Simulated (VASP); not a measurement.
# GaAs (F-43m) in VASP: settings compared

The runs below take GaAs through vibrations by perturbation theory, elastic constants, with PBEsol, PBE.

All numbers are computed with VASP 6.6.1; they aren't measurements. Logs are shortened: lines on timing, memory, paths and dates and some standing lists are left out, and cuts for length are marked.

### Step 1. The cell of the first run

It takes space group F-43m (No. 216, cubic). Conventional cell: a = 5.654 Å, b = 5.654 Å, c = 5.654 Å, α = 90.00°, β = 90.00°, γ = 90.00°. As (site symmetry -43m) has 4 Ga at 2.45 Å within 3.2 Å. Ga (site symmetry -43m) has 4 As at 2.45 Å within 3.2 Å.

### Step 2. Vibrations by perturbation theory, PBEsol

File INCAR:

```
PREC     = Accurate       # precision mode
ENCUT    = 520            # plane-wave cutoff, eV
EDIFF    = 1E-8           # SCF threshold, eV
ISMEAR   = -1             # smearing method
SIGMA    = 0.05           # smearing width, eV
LREAL    = F              # projectors in reciprocal space
LASPH    = T              # aspherical terms in the spheres
NELM     = 100            # most SCF steps
ALGO     = Normal         # electronic algorithm
ISIF     = 2              # what is computed and relaxed
LWAVE    = F              # write WAVECAR
LCHARG   = F              # write CHGCAR
GGA      = PS             # functional
NBANDS   = 16             # bands
IBRION   = 8              # ionic algorithm
NSW      = 1              # ionic steps
```

File KPOINTS:

```
Automatic mesh
0
Gamma
  6 6 6
```

File POSCAR:

```
GaAs
1.0
    0.0000000000      2.8268500000      2.8268500000
    2.8268500000      0.0000000000      2.8268500000
    2.8268500000      2.8268500000      0.0000000000
As Ga
1 1
Direct
    0.7500000000      0.7500000000      0.7500000000
    0.0000000000      0.0000000000      0.0000000000
```

Potentials or basis: VASP PAW PBE potentials, release 64 (As, Ga_d).

Launch:

```sh
cat potpaw_PBE.64/As/POTCAR potpaw_PBE.64/Ga_d/POTCAR > POTCAR
mpirun -np 1 vasp_std > vasp.out
```

OUTCAR:

```text
PREC = Accurate
   ENCUT = 520
   EDIFF = 1E-8
   ISMEAR = -1
   LREAL = F
   LASPH = T
   NELM = 100
   ISIF = 2
   GGA = PS
   IBRION = 8
   NSW = 1

 ion  position               nearest neighbor table
   1  0.750  0.750  0.750-   2 2.45   2 2.45   2 2.45   2 2.45
   2  0.000  0.000  0.000-   1 2.45   1 2.45   1 2.45   1 2.45

  LATTYP: Found a face centered cubic cell.
 ALAT       =     5.6537000000

  Lattice vectors:

 A1 = (   0.0000000000,   2.8268500000,   2.8268500000)
 A2 = (   2.8268500000,   0.0000000000,   2.8268500000)
 A3 = (   2.8268500000,   2.8268500000,   0.0000000000)

Analysis of symmetry for initial positions (statically):
=====================================================================
 Subroutine PRICEL returns:
 Original cell was already a primitive cell.

 Routine SETGRP: Setting up the symmetry group for a
 face centered cubic supercell.

 Subroutine GETGRP returns: Found 24 space group operations
 (whereof 24 operations were pure point group operations)
 out of a pool of 48 trial point group operations.

The static configuration has the point symmetry T_d .

Analysis of symmetry for dynamics (positions and initial velocities):
=====================================================================
 Subroutine PRICEL returns:
 Original cell was already a primitive cell.

 Routine SETGRP: Setting up the symmetry group for a
 face centered cubic supercell.

 Subroutine GETGRP returns: Found 24 space group operations
 (whereof 24 operations were pure point group operations)
 out of a pool of 48 trial point group operations.

The dynamic configuration has the point symmetry T_d .

 Subroutine INISYM returns: Found 24 space group operations
 (whereof 24 operations are pure point group operations),
 and found     1 'primitive' translations

----------------------------------------------------------------------------------------

[... 452 lines left out ...]
  external PRESSURE =       3.3522157 kB  Pullay stress =       0.0000000 kB

 VOLUME and BASIS-vectors are now :
 -----------------------------------------------------------------------------
  energy-cutoff  :      520.00
  volume of cell :       45.18
      direct lattice vectors                 reciprocal lattice vectors
     0.000000000  2.826850000  2.826850000    -0.176875321  0.176875321  0.176875321
     2.826850000  0.000000000  2.826850000     0.176875321 -0.176875321  0.176875321
     2.826850000  2.826850000  0.000000000     0.176875321  0.176875321 -0.176875321

 POSITION                                       TOTAL-FORCE (eV/Angst)
 -----------------------------------------------------------------------------------
      4.24027      4.24027      4.24027        -0.000000     -0.000000     -0.000000
      0.00000      0.00000      0.00000         0.000000      0.000000      0.000000
 -----------------------------------------------------------------------------------
    total drift:                                0.000000      0.000000     -0.000000

  FREE ENERGIE OF THE ION-ELECTRON SYSTEM (eV)
  ---------------------------------------------------
  free  energy   TOTEN  =        -9.0659531624 eV

  energy  without entropy=       -9.0658581516  energy(sigma->0) =       -9.06590566

[... ionic steps 2 to 3 ...]

--------------------------------------- Ionic step        4  -------------------------------------------

------------------------ aborting loop because EDIFF is reached ----------------------------------------

[... ionic steps 5 to 6 ...]

--------------------------------------- Ionic step        7  -------------------------------------------

 Free energy of the ion-electron system (eV)
  ---------------------------------------------------
  ---------------------------------------------------
  free energy    TOTEN  =        -0.16354835 eV

  energy without entropy =       -0.16354835

------------------------ aborting loop because EDIFF is reached ----------------------------------------

 INTERNAL STRAIN TENSOR  FOR ION    2  DIRECTION 1   (eV/Angst):
 -----------------------------------------------------------------------------
     0.00882  0.00000  0.00000
     0.00000 -0.00306 -6.88499
     0.00000 -6.88499 -0.00306

 INTERNAL STRAIN TENSOR FOR ION    2 for displacements in x,y,z  (eV/Angst):
          X           Y           Z          XY          YZ          ZX
  --------------------------------------------------------------------------------
  x    -0.00000     0.00000     0.00000     0.00000    -6.88499     0.00000
  y     0.00000     0.00000     0.00000     0.00000     0.00000    -6.88499
  z     0.00000     0.00000    -0.00000    -6.88499     0.00000     0.00000

 SECOND DERIVATIVES (NOT SYMMETRIZED)
 ------------------------------------
               1X          1Y          1Z          2X          2Y          2Z
  1X    -9.298026    0.000000    0.000000    9.298026    0.000000    0.000000
  1Y     0.000000   -9.298026    0.000000    0.000000    9.298026    0.000000
  1Z     0.000000    0.000000   -9.298026    0.000000    0.000000    9.298026
  2X     9.253177    0.000000    0.000000   -9.253177    0.000000    0.000000
  2Y     0.000000    9.253177    0.000000    0.000000   -9.253177    0.000000
  2Z     0.000000    0.000000    9.253177    0.000000    0.000000   -9.253177

 Eigenvectors and eigenvalues of the dynamical matrix
 ----------------------------------------------------

   1 f  =    7.922499 THz    49.778532 2PiTHz  264.266133 cm-1    32.764810 meV
             X         Y         Z           dx          dy          dz
      4.240275  4.240275  4.240275     0.027823    0.694595    0.000000
      0.000000  0.000000  0.000000    -0.028772   -0.718287    0.000000
[... 21 lines left out ...]
   6 f/i=    0.009571 THz     0.060139 2PiTHz    0.319266 cm-1     0.039584 meV
             X         Y         Z           dx          dy          dz
      4.240275  4.240275  4.240275     0.000000    0.000000    0.718863
      0.000000  0.000000  0.000000     0.000000    0.000000    0.695152

--------------------------------------------------------------------------------------------------------

 ELASTIC MODULI CONTR FROM IONIC RELAXATION (kBar)
 Direction    XX          YY          ZZ          XY          YZ          ZX
 --------------------------------------------------------------------------------
 XX          -0.0000     -0.0000      0.0000      0.0000     -0.0000      0.0000
 YY          -0.0000     -0.0000     -0.0000      0.0000      0.0000      0.0000
 ZZ           0.0000     -0.0000     -0.0000     -0.0000      0.0000      0.0000
 XY           0.0000      0.0000     -0.0000   -183.0580      0.0000     -0.0000
 YZ          -0.0000      0.0000      0.0000      0.0000   -183.0580     -0.0000
 ZX           0.0000      0.0000      0.0000     -0.0000     -0.0000   -183.0580
 --------------------------------------------------------------------------------
```

OSZICAR:

```text
N       E                     dE             d eps       ncg     rms          rms(c)
DAV:   1     0.860400319769E+02    0.86040E+02   -0.89976E+03   512   0.152E+03
DAV:   2    -0.230456452422E+01   -0.88345E+02   -0.84572E+02   576   0.315E+02
DAV:   3    -0.916475818368E+01   -0.68602E+01   -0.68376E+01   608   0.681E+01
DAV:   4    -0.926960083990E+01   -0.10484E+00   -0.10482E+00   608   0.942E+00
DAV:   5    -0.927095650258E+01   -0.13557E-02   -0.13556E-02   664   0.991E-01    0.295E+00
[... 42 lines left out ...]
RMM:  12    -0.163548359928E+00    0.47237E-07   -0.73995E-07  3055   0.107E-04    0.407E-06
RMM:  13    -0.163548372899E+00   -0.12971E-07   -0.45714E-07  3099   0.581E-05    0.157E-06
RMM:  14    -0.163548365258E+00    0.76409E-08   -0.24412E-07  3194   0.330E-05    0.739E-07
RMM:  15    -0.163548358872E+00    0.63860E-08   -0.14035E-07  3035   0.210E-05    0.198E-07
RMM:  16    -0.163548352937E+00    0.59351E-08   -0.67157E-08  2439   0.157E-05    0.683E-08
 Linear response finished
```

stdout:

```text
POSCAR found type information on POSCAR AsGa
 POSCAR found :  2 types and       2 ions
 scaLAPACK will be used
 -----------------------------------------------------------------------------
|                                                                             |
|                                                                             |
|     You enforced a specific xc type in the INCAR file but a different       |
|     I HOPE YOU KNOW WHAT YOU ARE DOING!                                     |
|                                                                             |
 -----------------------------------------------------------------------------

 LDA part: xc-table for (Slater+PW92), standard interpolation
 POSCAR, INCAR and KPOINTS ok, starting setup
 FFT: planning ... GRIDC
 FFT: planning ... GRID_SOFT
 FFT: planning ... GRID
 WAVECAR not read
 entering main loop
 Linear response reoptimize wavefunctions to high precision
 Linear response DOF=           2
 Linear response progress:
 first order change of Fermi-energy   0.42179E-03
 force on displaced ion       1 direction 1 :  -9.298  -0.000  -0.000
 Linear response progress:
 first order change of Fermi-energy  -0.13273E-05
 force on displaced ion       2 direction 1 :  -9.253  -0.000  -0.000
 Linear response finished
```

Run time: 2.7 min. Hardware: 1 thread of AMD EPYC 9R45 (Zen 5), shared host; peak memory 0.21 GiB.

Results:

```
Highest phonon frequency at Γ, LO-TO splitting left out : 264 cm⁻¹
```

Phonon frequencies in cm⁻¹ (negative: imaginary):
```
              q point        frequencies
(0.000, 0.000, 0.000)  0 0 0 264 264 264
```

Caveat: the PAW data sets were made with another functional, which shifts forces and pressure a little.

### Step 3. Elastic constants, PBE

File INCAR:

```
SYSTEM = GaAs
  PREC = Accurate
  ENCUT = 600
  EDIFF = 1E-8
  ISMEAR = -1
  SIGMA = 0.05
  LREAL = .FALSE.
  LASPH = .TRUE.
  NELM = 60
  ALGO = Normal
  ISIF = 3
  LWAVE = .FALSE.
  LCHARG = .TRUE.
  GGA = PE
  IBRION = 6
  NFREE = 2
  POTIM = 0.015
  NSW = 1
```

File KPOINTS:

```
regular mesh
0
G
  6 6 6
  0 0 0
```

POSCAR is that of step 2.

Potentials or basis: VASP PAW PBE potentials, release 64 (As, Ga_d).

Launch:

```sh
cat potpaw_PBE.64/As/POTCAR potpaw_PBE.64/Ga_d/POTCAR > POTCAR
mpirun -np 1 vasp_std > vasp.out
```

It took 6.3 min on 1 thread of AMD EPYC 9R45 (Zen 5), shared host; peak memory 0.2 GiB.

It converged, with:

| Property | Result |
| --- | --- |
| Elastic constants C11, C12, C44 | 113, 53, 55 GPa |
| Voigt bulk modulus | 73 GPa |
| Highest phonon frequency at Γ, LO-TO splitting left out | 269 cm⁻¹ |

Phonon frequencies in cm⁻¹ (negative: imaginary):
| q point | frequencies |
| --- | --- |
| (0.000, 0.000, 0.000) | 0 0 0 269 269 269 |

Elastic tensor in Voigt notation (GPa, in the Cartesian axes of the cell as first typed):
```
113  53  53   0   0   0
 53 113  53   0   0   0
 53  53 113   0   0   0
  0   0   0  55   0   0
  0   0   0   0  55   0
  0   0   0   0   0  55
```

Clamped-ion elastic tensor (GPa):
```
113  53  53   0   0   0
 53 113  53   0   0   0
 53  53 113   0   0   0
  0   0   0  78   0   0
  0   0   0   0  78   0
  0   0   0   0   0  78
```

Caveat: the cell is under stress, which shifts elastic constants.

(Continued in part 2 of 2.)
